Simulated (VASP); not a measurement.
# Sb (Fm-3m) in VASP: a series of runs

Runs on Sb. Level: PBEsol. Tasks: relaxation of cell and atoms.

Program: VASP 6.6.1. These are calculated values, not measurements. Logs are shortened: lines on timing, memory, paths and dates and some standing lists are left out, and cuts for length are marked.

## (1) The cell of the first run

Symmetry: Fm-3m, No. 225, cubic system. Conventional cell: a = 4.610 Å, b = 4.610 Å, c = 4.610 Å, α = 90.00°, β = 90.00°, γ = 90.00°. Sb (site symmetry m-3m) has 12 Sb at 3.26 Å within 4.3 Å.

## (2) Relaxation of cell and atoms, PBEsol

INCAR reads:

```
  PREC = Accurate
  ENCUT = 600
  EDIFF = 1E-6
  ISMEAR = -1
  SIGMA = 0.1
  LREAL = F
  LASPH = T
  NELM = 80
  ALGO = Normal
  ISIF = 3
  LWAVE = F
  LCHARG = F
  GGA = PS
  IBRION = 2
  NSW = 80
  EDIFFG = -0.03
```

KPOINTS reads:

```
regular mesh
0
Gamma
  10 10 10
```

POSCAR reads:

```
Sb
1.0
    3.2597620000      0.0000000000      0.0000000000
    1.6298810000      2.8230367023      0.0000000000
    1.6298810000      0.9410122341      2.6615845276
Sb
1
Direct
    0.0000000000      0.0000000000      0.0000000000
```

Potentials or basis: VASP PAW PBE potentials, release 64 (Sb).

On the command line:

```console
$ cat potpaw_PBE.64/Sb/POTCAR > POTCAR
$ mpirun -np 1 vasp_std > vasp.out
```

OUTCAR:

```text
PREC = Accurate
   ENCUT = 600
   EDIFF = 1E-6
   ISMEAR = -1
   LREAL = F
   LASPH = T
   NELM = 80
   ISIF = 3
   GGA = PS
   IBRION = 2
   NSW = 80
   EDIFFG = -0.03

 ion  position               nearest neighbor table
   1  0.000  0.000  0.000-

  LATTYP: Found a face centered cubic cell.
 ALAT       =     4.6099996305

  Lattice vectors:

 A1 = (   3.2597620000,   0.0000000000,   0.0000000000)
 A2 = (   1.6298810000,   2.8230367023,   0.0000000000)
 A3 = (   1.6298810000,   0.9410122341,   2.6615845276)

Analysis of symmetry for initial positions (statically):
=====================================================================
 Subroutine PRICEL returns:
 Original cell was already a primitive cell.

 Routine SETGRP: Setting up the symmetry group for a
 face centered cubic supercell.

 Subroutine GETGRP returns: Found 48 space group operations
 (whereof 48 operations were pure point group operations)
 out of a pool of 48 trial point group operations.

The static configuration has the point symmetry O_h .

Analysis of symmetry for dynamics (positions and initial velocities):
=====================================================================
 Subroutine PRICEL returns:
 Original cell was already a primitive cell.

 Routine SETGRP: Setting up the symmetry group for a
 face centered cubic supercell.

 Subroutine GETGRP returns: Found 48 space group operations
 (whereof 48 operations were pure point group operations)
 out of a pool of 48 trial point group operations.

The dynamic configuration has the point symmetry O_h .

 Subroutine INISYM returns: Found 48 space group operations
 (whereof 48 operations are pure point group operations),
 and found     1 'primitive' translations

----------------------------------------------------------------------------------------

                                     Primitive cell

  volume of cell :      24.4930

  direct lattice vectors                    reciprocal lattice vectors
     3.259762000  0.000000000  0.000000000     0.306770862 -0.177114240 -0.125238680
     1.629881000  2.823036702  0.000000000     0.000000000  0.354228480 -0.125238680
     1.629881000  0.941012234  2.661584528     0.000000000  0.000000000  0.375716040

  length of vectors
     3.259762000  3.259762000  3.259762000     0.375716040  0.375716040  0.375716040

  position of ions in fractional coordinates (direct lattice)
     0.000000000  0.000000000  0.000000000

  ion indices of the primitive-cell ions
   primitive index   ion index
                 1           1

----------------------------------------------------------------------------------------

 KPOINTS: regular mesh

Automatic generation of k-mesh.
 Grid dimensions read from file:
 generate k-points for:   10   10   10

 Generating k-lattice:

  Cartesian coordinates                     Fractional coordinates (reciprocal lattice)
     0.030677086 -0.017711424 -0.012523868     0.100000000  0.000000000  0.000000000
     0.000000000  0.035422848 -0.012523868     0.000000000  0.100000000  0.000000000
     0.000000000  0.000000000  0.037571604     0.000000000  0.000000000  0.100000000

  Length of vectors
     0.037571604  0.037571604  0.037571604

  Shift w.r.t. Gamma in fractional coordinates (k-lattice)
     0.000000000  0.000000000  0.000000000

 Subroutine IBZKPT returns following result:
 ===========================================

 Found     47 irreducible k-points:

 Following reciprocal coordinates:
            Coordinates               Weight
  0.000000  0.000000  0.000000      1.000000
  0.100000 -0.000000  0.000000      8.000000
  0.200000 -0.000000  0.000000      8.000000
  0.300000  0.000000  0.000000      8.000000
  0.400000  0.000000  0.000000      8.000000
  0.500000  0.000000  0.000000      4.000000
[... 16 lines left out ...]
  0.300000  0.300000  0.000000      6.000000
  0.400000  0.300000  0.000000     24.000000
 [... further k-points ...]
   k-points           NKPTS =     47   k-points in BZ     NKDIM =     47   number of bands    NBANDS=      6
   number of dos      NEDOS =    301   number of ions     NIONS =      1
   total plane-waves  NPLWV =  21952
   dimension x,y,z NGX =    28 NGY =   28 NGZ =   28
   dimension x,y,z NGXF=    56 NGYF=   56 NGZF=   56
   ions per type =               1
   NGX,Y,Z   is equivalent  to a cutoff of  14.28, 14.28, 14.28 a.u.
   NGXF,Y,Z  is equivalent  to a cutoff of  28.56, 28.56, 28.56 a.u.
 SYSTEM =  unknown system
   PREC   = accura    normal or accurate (medium, high low for compatibility)
   ISTART =      0    job   : 0-new  1-cont  2-samecut
   ICHARG =      2    charge: 1-file 2-atom 10-const
   ISPIN  =      1    spin polarized calculation?
   LNONCOLLINEAR =      F non collinear calculations
   LSORBIT =      F    spin-orbit coupling
   LASPH  =      T    aspherical Exc in radial PAW
   ENCUT  =  600.0 eV  44.10 Ry    6.64 a.u.   6.51  6.51  6.51*2*pi/ulx,y,z
   NELM   =     80;   NELMIN=  2; NELMDL= -5     # of ELM steps
   EDIFF  = 0.1E-05   stopping-criterion for ELM
   LREAL  =      F    real-space projection
   EDIFFG = -.3E-01   stopping-criterion for IOM
   NSW    =     80    number of steps for IOM
   IBRION =      2    ionic relax: 0-MD 1-quasi-New 2-CG
   NFREE  =      1    steps in history (QN), initial steepest desc. (CG)
   ISIF   =      3    stress and relaxation
   ISYM   =      2    0-nonsym 1-usesym 2-fastsym
   POTIM  = 0.5000    time-step for ionic-motion
   TEBEG  =    0.0;   TEEND  =   0.0 temperature during run
   PSTRESS=    0.0 pullay stress
   NELECT =       5.0000    total number of electrons
   NUPDOWN=      -1.0000    fix difference up-down
   EMIN   =  10.00;   EMAX   =-10.00  energy-range for DOS
   EFERMI =   0.00;   METHOD = LEGACY
   ISMEAR =    -1;   SIGMA  =   0.10  broadening in eV -4-tet -1-fermi 0-gaus
   EFERMI_NEDOS =   21; number of points for ismear=-14 and -15
   IALGO  =     38    algorithm
   IMIX   =      4    mixing-type and parameters
     AMIX     =   0.40;   BMIX     =  1.00
     AMIX_MAG =   1.60;   BMIX_MAG =  1.00
  volume/ion in A,a.u.               =      24.49       165.29
  Fermi-wavevector in a.u.,A,eV,Ry     =   0.963941  1.821585 12.642301  0.929183
  Thomas-Fermi vector in A             =   2.093530
   LORBIT       =      0    0 simple, 1 ext, 2 COOP (PROOUT), +10 PAW based schemes
   GGA     = PS    functional components
   LHFCALC =     F    Hartree Fock is set to
   AEXX    =    0.0000 exact exchange contribution
   IVDW    =     0    specifies the selected vdW correction
   LEPSILON=     F    determine dielectric tensor
   LRPA    =     F    only Hartree local field effects (RPA)
 conjugate gradient relaxation of ions
 non-spin polarized calculation
  energy-cutoff  :      600.00
  volume of cell :       24.49
 maximum number of plane-waves:       869
 NGX is ok and might be reduce to    28
   NGX = 13   NGY = 13   NGZ = 13

--------------------------------------- Ionic step        1  -------------------------------------------

 number of electron       5.0000000 magnetization

 Free energy of the ion-electron system (eV)
  ---------------------------------------------------
  ext. energy  EPLUGINS =         0.00000000
  ---------------------------------------------------
  free energy    TOTEN  =        -4.28408135 eV

  energy without entropy =       -4.26326054  energy(sigma->0) =       -4.27367095

------------------------ aborting loop because EDIFF is reached ----------------------------------------

  FORCE on cell =-STRESS in cart. coord.  units (eV):
  Direction    XX          YY          ZZ          XY          YZ          ZX
  --------------------------------------------------------------------------------------
  -------------------------------------------------------------------------------------
  Total        0.7633140      0.7633140      0.7633140      0.0000000     -0.0000000      0.0000000
  in kB       49.9311004     49.9311004     49.9311004      0.0000000     -0.0000000      0.0000000
  external PRESSURE =      49.9311004 kB  Pullay stress =       0.0000000 kB
[... 55 lines left out ...]
  energy  without entropy=       -4.2756190530  energy(sigma->0) =       -4.28689953

--------------------------------------- Ionic step        3  -------------------------------------------

 number of electron       5.0000000 magnetization

 Free energy of the ion-electron system (eV)
  ---------------------------------------------------
  ext. energy  EPLUGINS =         0.00000000
  ---------------------------------------------------
  free energy    TOTEN  =        -4.30812797 eV

  energy without entropy =       -4.28573432  energy(sigma->0) =       -4.29693115

 E-fermi :   8.7526     XC(G=0): -10.4640

 val. band max:        8.7203070152   @ k =   0.3000   0.2000  -0.0000
 cond. band min:       8.7647100631   @ k =  -0.2000   0.2000  -0.0000
 fundamental gap:      0.0444030480
 Fermi energy:         8.7526412500

 k-point     1 :       0.0000    0.0000    0.0000
  band No.  band energies     occupation
      1      -4.4067      2.00000
      2      14.3040      0.00000
      3      14.3040      0.00000
      4      14.3040      0.00000
      5      18.8575      0.00000
      6      18.8575      0.00000

 k-point     2 :       0.1000   -0.0000    0.0000
  band No.  band energies     occupation
      1      -4.2031      2.00000
      2      12.5340      0.00000
      3      14.0395      0.00000
      4      14.0395      0.00000
      5      17.7642      0.00000
      6      19.2834      0.00000
[... 190 lines left out ...]
 k-point    24 :       0.4000    0.3000    0.0000
  band No.  band energies     occupation
      1      -1.0320      2.00000
      2       6.6877      2.00000
      3       9.0002      0.15519
      4       9.9401      0.00001
      5      13.9275      0.00000
      6      15.2032      0.00000

 [... further k-points ...]

------------------------ aborting loop because EDIFF is reached ----------------------------------------

  FORCE on cell =-STRESS in cart. coord.  units (eV):
  Direction    XX          YY          ZZ          XY          YZ          ZX
  --------------------------------------------------------------------------------------
  -------------------------------------------------------------------------------------
  Total       -0.0005315     -0.0005315     -0.0005315      0.0000000     -0.0000000      0.0000000
  in kB       -0.0325783     -0.0325783     -0.0325783      0.0000000     -0.0000000      0.0000000
  external PRESSURE =      -0.0325783 kB  Pullay stress =       0.0000000 kB
[... 16 lines left out ...]
  FREE ENERGIE OF THE ION-ELECTRON SYSTEM (eV)
  ---------------------------------------------------
  free  energy   TOTEN  =        -4.3081279743 eV

  energy  without entropy=       -4.2857343203  energy(sigma->0) =       -4.29693115

 reached required accuracy - stopping structural energy minimisation
```

Wall time 17 s (1 thread of Intel Xeon 6975P-C (Granite Rapids), shared host); peak memory 0.16 GiB.

What came out:

```
Free energy                            : -4.3081 eV
Relaxed volume                         : 26.14 Å³/atom
Relaxed cell                           : a = 3.331 Å, b = 3.331 Å, c = 3.331 Å, α = 60.00°, β = 60.00°, γ = 60.00°
Space group after relaxing (to 0.05 Å) : Fm-3m (No. 225)
Energy gained by relaxing              : 24.0 meV/atom
Ionic steps                            : 3
Pressure after relaxing                : 0.0 GPa
```

The path:
| step | energy change (eV) | largest force (eV/Å) | pressure (GPa) | volume (Å³) |
| --- | --- | --- | --- | --- |
| 1 | 0.0000 | 0.0000 | 4.99 | 24.49 |
| 2 | -0.0141 | 0.0000 | -2.63 | 27.30 |
| 3 | -0.0240 | 0.0000 | 0.00 | 26.14 |

Final structure:
```xyz
1
Lattice="3.3311 0.0000 0.0000 1.6655 2.8848 0.0000 1.6655 0.9616 2.7198" Properties=species:S:1:pos:R:3 pbc="T T T"
Sb    1.6655    0.9616    2.7198
```

Caveat: the PAW data sets were made with another functional, which shifts forces and pressure a little; spin-orbit coupling is left out, which moves the levels of the heavy elements. Zero-point motion and thermal expansion aren't in these numbers.

## (3) Relaxation of cell and atoms, PBEsol, target pressure 10 GPa, at which the enthalpy is minimised

INCAR reads:

```
ALGO = Normal
EDIFF = 1E-6
EDIFFG = -0.03
ENCUT = 600
GGA = PS
IBRION = 2
ISIF = 3
ISMEAR = -1
LASPH = T
LCHARG = F
LREAL = F
LWAVE = F
NELM = 60
NSW = 80
PREC = Accurate
PSTRESS = 100.0
SIGMA = 0.1
```

KPOINTS reads:

```
k-points
0
Gamma
  10 10 10
```

POSCAR is that of step 2.

Potentials or basis: VASP PAW PBE potentials, release 64 (Sb).

On the command line:

```console
$ cat potpaw_PBE.64/Sb/POTCAR > POTCAR
$ mpirun -np 1 vasp_std > vasp.out
```

OUTCAR:

```text
EDIFF = 1E-6
   EDIFFG = -0.03
   ENCUT = 600
   GGA = PS
   IBRION = 2
   ISIF = 3
   ISMEAR = -1
   LASPH = T
   LREAL = F
   NELM = 60
   NSW = 80
   PREC = Accurate
   PSTRESS = 100.0

 ion  position               nearest neighbor table
   1  0.000  0.000  0.000-

  LATTYP: Found a face centered cubic cell.
 ALAT       =     4.6099996305

  Lattice vectors:

 A1 = (   3.2597620000,   0.0000000000,   0.0000000000)
 A2 = (   1.6298810000,   2.8230367023,   0.0000000000)
 A3 = (   1.6298810000,   0.9410122341,   2.6615845276)

Analysis of symmetry for initial positions (statically):
=====================================================================
 Subroutine PRICEL returns:
 Original cell was already a primitive cell.

 Routine SETGRP: Setting up the symmetry group for a
 face centered cubic supercell.

 Subroutine GETGRP returns: Found 48 space group operations
 (whereof 48 operations were pure point group operations)
 out of a pool of 48 trial point group operations.

The static configuration has the point symmetry O_h .

Analysis of symmetry for dynamics (positions and initial velocities):
=====================================================================
 Subroutine PRICEL returns:
 Original cell was already a primitive cell.

 Routine SETGRP: Setting up the symmetry group for a
 face centered cubic supercell.
[... 132 lines left out ...]
   LEPSILON=     F    determine dielectric tensor
   LRPA    =     F    only Hartree local field effects (RPA)
 conjugate gradient relaxation of ions
 non-spin polarized calculation
  energy-cutoff  :      600.00
  volume of cell :       24.49
 maximum number of plane-waves:       869
 NGX is ok and might be reduce to    28
   NGX = 13   NGY = 13   NGZ = 13

--------------------------------------- Ionic step        1  -------------------------------------------

 number of electron       5.0000000 magnetization

 Free energy of the ion-electron system (eV)
  ---------------------------------------------------
  ext. energy  EPLUGINS =         0.00000000
  ---------------------------------------------------
  free energy    TOTEN  =        -4.28408135 eV

  energy without entropy =       -4.26326054  energy(sigma->0) =       -4.27367095

 E-fermi :   9.6455     XC(G=0): -10.7494

 val. band max:        9.6255200253   @ k =   0.5000   0.4000   0.1000
 cond. band min:       9.7472462630   @ k =   0.3000   0.2000  -0.0000
 fundamental gap:      0.1217262377
 Fermi energy:         9.6455312977

 k-point     1 :       0.0000    0.0000    0.0000
  band No.  band energies     occupation
      1      -4.0588      2.00000
      2      15.7012      0.00000
      3      15.7012      0.00000
      4      15.7012      0.00000
      5      19.8989      0.00000
      6      19.9766      0.00000
[... 280 lines left out ...]
--------------------------------------- Ionic step        3  -------------------------------------------

 number of electron       5.0000000 magnetization

 Free energy of the ion-electron system (eV)
  ---------------------------------------------------
  ext. energy  EPLUGINS =         0.00000000
  ---------------------------------------------------
  free energy    TOTEN  =        -4.22945887 eV

  energy without entropy =       -4.21058650  energy(sigma->0) =       -4.22002269

 E-fermi :  10.3681     XC(G=0): -10.9717

 val. band max:       10.3314083178   @ k =   0.3000   0.3000   0.0000
 cond. band min:      10.5666791026   @ k =   0.4000   0.3000   0.0000
 fundamental gap:      0.2352707849
 Fermi energy:        10.3680638466

 k-point     1 :       0.0000    0.0000    0.0000
  band No.  band energies     occupation
      1      -3.7829      2.00000
      2      16.8279      0.00000
      3      16.8279      0.00000
      4      16.8279      0.00000
      5      20.5965      0.00000
      6      20.8771      0.00000
[... 239 lines left out ...]
  energy  without entropy=       -4.2105865011  energy(sigma->0) =       -4.22002269

  enthalpy is  TOTEN    =        -2.7750191817 eV   P V=        1.4544396891

 reached required accuracy - stopping structural energy minimisation
```

OSZICAR:

```text
N       E                     dE             d eps       ncg     rms          rms(c)
DAV:   1     0.947284457579E+01    0.94728E+01   -0.18690E+03   570   0.631E+02
DAV:   2    -0.406932391865E+01   -0.13542E+02   -0.12494E+02   828   0.813E+01
DAV:   3    -0.429080997809E+01   -0.22149E+00   -0.21272E+00   654   0.108E+01
[... 17 lines left out ...]
DAV:   2    -0.423682734356E+01    0.13532E-01   -0.10567E-02   576   0.893E-01    0.421E-01
DAV:   3    -0.422948649995E+01    0.73408E-02   -0.12584E-02   594   0.675E-01    0.114E-01
DAV:   4    -0.422947584010E+01    0.10660E-04   -0.75731E-05   648   0.910E-02    0.834E-02
DAV:   5    -0.422945920736E+01    0.16633E-04   -0.62701E-06   576   0.234E-02    0.923E-03
DAV:   6    -0.422945887080E+01    0.33657E-06   -0.11299E-07   402   0.385E-03
   3 F= -.27750192E+01 E0= -.27655830E+01  d E =-.196724E-01
```

CONTCAR:

```text
Sb
   1.00000000000000
     3.2060756509102228    0.0000000000000000    0.0000000000000000
     1.6030378254551114    2.7765429601519580   -0.0000000000000000
     1.6030378254551114    0.9255143200506527    2.6177498071250800
  Sb
     1
Direct
     0.0000000000000000    0.0000000000000000    1.0000000000000000

  0.00000000E+00  0.00000000E+00  0.00000000E+00
```

It took 19 s on 1 thread of Intel Xeon 6975P-C (Granite Rapids), shared host; peak memory 0.16 GiB.

Results:

* Free energy: -4.2295 eV
* Relaxed volume: 23.30 Å³/atom
* Relaxed cell: a = 3.206 Å, b = 3.206 Å, c = 3.206 Å, α = 60.00°, β = 60.00°, γ = 60.00°
* Space group after relaxing (to 0.05 Å): Fm-3m (No. 225)
* Energy change on relaxing (the enthalpy is what falls): +54.6 meV/atom
* Ionic steps: 3
* Pressure after relaxing: 9.9 GPa

Step by step:
```csv
step,energy change (eV),largest force (eV/Å),pressure (GPa),volume (Å³)
1,0.0000,0.0000,4.99,24.49
2,0.1763,0.0000,17.92,21.88
3,0.0546,0.0000,9.93,23.30
```

Final structure:
```
CELL_PARAMETERS angstrom
3.20608 0.00000 0.00000
1.60304 2.77654 0.00000
1.60304 0.92551 2.61775
ATOMIC_POSITIONS crystal
Sb 0.00000 0.00000 0.00000
```

Caveat: the cell is relaxed towards a set pressure, so the enthalpy falls and the energy may rise; the PAW data sets were made with another functional, which shifts forces and pressure a little; spin-orbit coupling is left out, which moves the levels of the heavy elements.

(Continued in part 2 of 2.)
